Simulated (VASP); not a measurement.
Wanted: the native input for a VASP 6.6.1 run.

```
Task                   : single point
Functional             : PBE
Potentials or basis    : VASP PAW PBE potentials, release 64 (Au)
Cutoff                 : 520 eV
k mesh                 : 16 × 16 × 12
Occupations            : gaussian, width 0.15 eV
Spin                   : no spin polarisation
Dipole correction      : no
Further INCAR settings : ALGO = Fast; EDIFF = 1e-07; NBANDS = 18
```

The structure of Au lies in POSCAR:

```
Au
1.0
    0.0000000000     -2.0455000000     -2.0455000000
    0.0000000000      2.0455000000     -2.0455000000
    4.0910000000      0.0000000000      0.0000000000
Au
2
Direct
    0.5000000000      0.5000000000      0.5366658519
    0.0000000000      0.0000000000     -0.0366658519
```

This cell differs from its parent crystal: atoms displaced along a vibrational mode.

One way to write it, as run:

INCAR

```
PREC = Accurate
ENCUT = 520
EDIFF = 1E-7
ISMEAR = 0
SIGMA = 0.15
LREAL = False
LASPH = True
NELM = 80
ALGO = Fast
ISIF = 2
LWAVE = False
LCHARG = False
GGA = PE
NBANDS = 18
```

KPOINTS

```
Automatic mesh
0
Gamma
  16 16 12
```

Potentials or basis: VASP PAW PBE potentials, release 64 (Au).

The run is started by

```sh
$ cat potpaw_PBE.64/Au/POTCAR > POTCAR
$ mpirun -np 1 vasp_std > vasp.out
```

Results of the run:

```
Pressure               : 16.4 GPa
Largest force          : 2.765 eV/Å
Band gap on the k mesh : zero (bands 11 and 12 overlap by 6.94 eV)
```

Caveat: the cell differs from its parent crystal (atoms displaced along a vibrational mode); the cell stands under pressure; spin-orbit coupling is left out, which moves the levels of the heavy elements; forces of over 1 eV/Å act on the atoms, so gaps and moduli don't describe the material at rest.

It took 4 min on 1 thread of Intel Xeon 8259CL (shared host), peak memory 0.27 GiB.
